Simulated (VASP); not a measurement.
# K (P4/mmm) in VASP: a series of runs

The runs below take K through single point, with LDA.

Program: VASP 6.6.1. These are calculated values, not measurements. Logs are shortened: lines on timing, memory, paths and dates and some standing lists are left out, and cuts for length are marked.

## Step 1: The cell of the first run

Symmetry: P4/mmm, No. 123, tetragonal system. Conventional cell: a = 9.917 Å, b = 9.917 Å, c = 4.468 Å, α = 90.00°, β = 90.00°, γ = 90.00°. Within 5.9 Å of K (site symmetry 4/mmm) lie 2 K at 4.47 Å.

## Step 2: Single point, LDA

File INCAR:

```
  ALGO = Fast
  EDIFF = 1E-6
  ENCUT = 520
  GGA = CA
  ISIF = 2
  ISMEAR = 0
  LASPH = T
  LCHARG = F
  LREAL = F
  LWAVE = F
  NBANDS = 10
  NELM = 80
  PREC = Accurate
  SIGMA = 0.15
```

File KPOINTS:

```
k-points
0
Gamma
  6 6 12
```

File POSCAR:

```
K
1.0
    9.9170028724      0.0000000000      0.0000000000
    0.0000000000      9.9170028724      0.0000000000
    0.0000000000      0.0000000000      4.4675762718
K
1
Direct
    0.0000000000      0.0000000000      0.0000000000
```

Potentials or basis: VASP PAW LDA potentials, release 64 (K_sv).

Command:

```console
$ cat potpaw_LDA.64/K_sv/POTCAR > POTCAR
$ mpirun -np 1 vasp_std > vasp.out
```

OUTCAR:

```text
EDIFF = 1E-6
   ENCUT = 520
   GGA = CA
   ISIF = 2
   ISMEAR = 0
   LASPH = T
   LREAL = F
   NELM = 80
   PREC = Accurate

 ion  position               nearest neighbor table
   1  0.000  0.000  0.000-

  LATTYP: Found a simple tetragonal cell.
 ALAT       =     9.9170028724
 C/A-ratio  =     0.4504966197

  Lattice vectors:

 A1 = (   9.9170028724,   0.0000000000,   0.0000000000)
 A2 = (   0.0000000000,   9.9170028724,   0.0000000000)
 A3 = (   0.0000000000,   0.0000000000,   4.4675762718)

Analysis of symmetry for initial positions (statically):
=====================================================================
 Subroutine PRICEL returns:
 Original cell was already a primitive cell.

 Routine SETGRP: Setting up the symmetry group for a
 simple tetragonal supercell.

 Subroutine GETGRP returns: Found 16 space group operations
 (whereof 16 operations were pure point group operations)
 out of a pool of 16 trial point group operations.

The static configuration has the point symmetry D_4h.

Analysis of symmetry for dynamics (positions and initial velocities):
=====================================================================
 Subroutine PRICEL returns:
 Original cell was already a primitive cell.

 Routine SETGRP: Setting up the symmetry group for a
 simple tetragonal supercell.

 Subroutine GETGRP returns: Found 16 space group operations
 (whereof 16 operations were pure point group operations)
 out of a pool of 16 trial point group operations.

The dynamic configuration has the point symmetry D_4h.

 Subroutine INISYM returns: Found 16 space group operations
 (whereof 16 operations are pure point group operations),
 and found     1 'primitive' translations

----------------------------------------------------------------------------------------

                                     Primitive cell

  volume of cell :     439.3725

  direct lattice vectors                    reciprocal lattice vectors
     9.917002872  0.000000000  0.000000000     0.100836917  0.000000000  0.000000000
     0.000000000  9.917002872  0.000000000     0.000000000  0.100836917  0.000000000
     0.000000000  0.000000000  4.467576272     0.000000000  0.000000000  0.223835015

  length of vectors
     9.917002872  9.917002872  4.467576272     0.100836917  0.100836917  0.223835015

  position of ions in fractional coordinates (direct lattice)
     0.000000000  0.000000000  0.000000000

  ion indices of the primitive-cell ions
   primitive index   ion index
[... 79 lines left out ...]
   ISIF   =      2    stress and relaxation
   ISYM   =      2    0-nonsym 1-usesym 2-fastsym
   POTIM  = 0.5000    time-step for ionic-motion
   TEBEG  =    0.0;   TEEND  =   0.0 temperature during run
   PSTRESS=    0.0 pullay stress
   NELECT =       9.0000    total number of electrons
   NUPDOWN=      -1.0000    fix difference up-down
   EMIN   =  10.00;   EMAX   =-10.00  energy-range for DOS
   EFERMI =   0.00;   METHOD = LEGACY
   ISMEAR =     0;   SIGMA  =   0.15  broadening in eV -4-tet -1-fermi 0-gaus
   EFERMI_NEDOS =   21; number of points for ismear=-14 and -15
   IALGO  =     68    algorithm
   IMIX   =      4    mixing-type and parameters
     AMIX     =   0.40;   BMIX     =  1.00
     AMIX_MAG =   1.60;   BMIX_MAG =  1.00
  volume/ion in A,a.u.               =     439.37      2965.03
  Fermi-wavevector in a.u.,A,eV,Ry     =   0.447931  0.846467  2.729906  0.200642
  Thomas-Fermi vector in A             =   1.427117
   LORBIT       =      0    0 simple, 1 ext, 2 COOP (PROOUT), +10 PAW based schemes
   GGA     = CA    functional components
   LHFCALC =     F    Hartree Fock is set to
   AEXX    =    0.0000 exact exchange contribution
   IVDW    =     0    specifies the selected vdW correction
   LEPSILON=     F    determine dielectric tensor
   LRPA    =     F    only Hartree local field effects (RPA)
 non-spin polarized calculation
 RMM-DIIS sequential band-by-band and
 Gauss-broadening in eV      SIGMA  =   0.15
  energy-cutoff  :      520.00
  volume of cell :      439.37
 maximum number of plane-waves:     11884
 NGX is ok and might be reduce to    80
   NGX = 37   NGY = 37   NGZ = 17

 number of electron       8.9999999 magnetization

 Free energy of the ion-electron system (eV)
  ---------------------------------------------------
  ext. energy  EPLUGINS =         0.00000000
  ---------------------------------------------------
  free energy    TOTEN  =        -0.58289224 eV

  energy without entropy =       -0.56878975  energy(sigma->0) =       -0.57584100

 E-fermi :  -2.1207     XC(G=0):  -2.1752

 val. band max:       -2.1215393500   @ k =   0.3333   0.1667   0.2500
 cond. band min:      -2.1199676821   @ k =   0.5000   0.0000   0.2500
 fundamental gap:      0.0015716679
 Fermi energy:        -2.1207149809

 k-point     1 :       0.0000    0.0000    0.0000
  band No.  band energies     occupation
      1     -34.4105      2.00000
      2     -18.1290      2.00000
      3     -18.1290      2.00000
      4     -18.0573      2.00000
      5      -2.7138      2.00000
      6      -0.6254      0.00000
      7      -0.6254      0.00000
      8      -0.1993      0.00000
      9       0.0434      0.00000
     10       0.6840      0.00000
[... 287 lines left out ...]
 k-point    24 :       0.5000    0.0000    0.1667
  band No.  band energies     occupation
      1     -34.4099      2.00000
      2     -18.1275      2.00000
      3     -18.1275      2.00000
      4     -18.0722      2.00000
      5      -2.4243      1.99580
      6      -0.8850      0.00000
      7      -0.4207      0.00000
      8       0.2224      0.00000
      9       0.5930      0.00000
     10       0.9272      0.00000

 [... further k-points ...]

------------------------ aborting loop because EDIFF is reached ----------------------------------------

  FORCE on cell =-STRESS in cart. coord.  units (eV):
  Direction    XX          YY          ZZ          XY          YZ          ZX
  --------------------------------------------------------------------------------------
  -------------------------------------------------------------------------------------
  Total       -0.0217247     -0.0217247     -0.5165787      0.0000000      0.0000000      0.0000000
  in kB       -0.0792195     -0.0792195     -1.8837107      0.0000000      0.0000000      0.0000000
  external PRESSURE =      -0.6807166 kB  Pullay stress =       0.0000000 kB

 VOLUME and BASIS-vectors are now :
 -----------------------------------------------------------------------------
  energy-cutoff  :      520.00
  volume of cell :      439.37
      direct lattice vectors                 reciprocal lattice vectors
     9.917002872  0.000000000  0.000000000     0.100836917  0.000000000  0.000000000
     0.000000000  9.917002872  0.000000000     0.000000000  0.100836917  0.000000000
     0.000000000  0.000000000  4.467576272     0.000000000  0.000000000  0.223835015

 POSITION                                       TOTAL-FORCE (eV/Angst)
 -----------------------------------------------------------------------------------
      0.00000      0.00000      0.00000         0.000000      0.000000      0.000000
 -----------------------------------------------------------------------------------
    total drift:                                0.000000      0.000000      0.000000

  FREE ENERGIE OF THE ION-ELECTRON SYSTEM (eV)
  ---------------------------------------------------
  free  energy   TOTEN  =        -0.5828922418 eV

  energy  without entropy=       -0.5687897514  energy(sigma->0) =       -0.57584100
```

OSZICAR:

```text
N       E                     dE             d eps       ncg     rms          rms(c)
DAV:   1     0.578638409503E+02    0.57864E+02   -0.23832E+03  1592   0.508E+02
DAV:   2     0.436471507108E+01   -0.53499E+02   -0.52767E+02  1540   0.139E+02
DAV:   3    -0.181478852576E+00   -0.45462E+01   -0.45350E+01  1850   0.419E+01
DAV:   4    -0.580913447198E+00   -0.39943E+00   -0.39680E+00  2502   0.937E+00
DAV:   5    -0.583294660782E+00   -0.23812E-02   -0.23791E-02  1958   0.764E-01    0.678E-01
RMM:   6    -0.583544058344E+00   -0.24940E-03   -0.10376E-03  1750   0.213E-01    0.438E-01
RMM:   7    -0.582152498320E+00    0.13916E-02   -0.37079E-03  1995   0.376E-01    0.804E-02
RMM:   8    -0.582217164077E+00   -0.64666E-04   -0.96418E-04  2093   0.158E-01    0.288E-02
RMM:   9    -0.582241340675E+00   -0.24177E-04   -0.42693E-04  2144   0.830E-02    0.289E-02
RMM:  10    -0.582388805365E+00   -0.14746E-03   -0.10327E-04  2077   0.363E-02    0.129E-02
RMM:  11    -0.582729058329E+00   -0.34025E-03   -0.15396E-04  2101   0.319E-02    0.643E-03
RMM:  12    -0.582797332042E+00   -0.68274E-04   -0.10741E-04  1937   0.224E-02    0.518E-03
RMM:  13    -0.582865358013E+00   -0.68026E-04   -0.39935E-05  1880   0.145E-02    0.244E-03
RMM:  14    -0.582884015325E+00   -0.18657E-04   -0.13240E-05  1856   0.108E-02    0.192E-03
RMM:  15    -0.582891783260E+00   -0.77679E-05   -0.65962E-06  1823   0.681E-03    0.148E-03
RMM:  16    -0.582892241774E+00   -0.45851E-06   -0.27149E-06  1867   0.473E-03
   1 F= -.58289224E+00 E0= -.57584100E+00  d E =-.141025E-01
```

Run time: 6.7 min. Hardware: 1 thread of Intel Xeon Platinum 8259CL at 2.50GHz (Skylake/Cascade Lake), shared host; peak memory 0.56 GiB.

What came out:

| Quantity | Value |
| --- | --- |
| Free energy | -0.5829 eV |
| Pressure | -0.1 GPa |
| Band gap on the k mesh | zero (an odd number of electrons rules out a gap without spin polarisation) |

Levels at points of the mesh, in eV from the Fermi level:
| k point | band 1 | band 2 | band 3 | band 4 | band 5 | band 6 | band 7 | band 8 | band 9 |
| --- | --- | --- | --- | --- | --- | --- | --- | --- | --- |
| (0.00, 0.00, 0.00) | -32.29 | -16.01 | -16.01 | -15.94 | -0.59 | 1.50 | 1.50 | 1.92 | 2.16 |
| (0.50, 0.00, 0.00) | -32.29 | -16.01 | -16.01 | -15.94 | -0.55 | 1.06 | 1.55 | 2.13 | 2.52 |
| (0.50, 0.50, 0.00) | -32.29 | -16.01 | -16.01 | -15.94 | -0.52 | 1.14 | 1.14 | 2.04 | 2.86 |
| (0.00, 0.00, 0.50) | -32.29 | -16.00 | -16.00 | -16.00 | 1.37 | 1.50 | 2.43 | 2.43 | 3.35 |
| (0.50, 0.00, 0.50) | -32.29 | -16.00 | -16.00 | -16.00 | 1.41 | 1.56 | 2.30 | 2.45 | 2.91 |
| (0.50, 0.50, 0.50) | -32.29 | -16.00 | -16.00 | -16.00 | 1.45 | 1.62 | 2.32 | 2.32 | 2.99 |

(Part 1 of 2 ends here.)
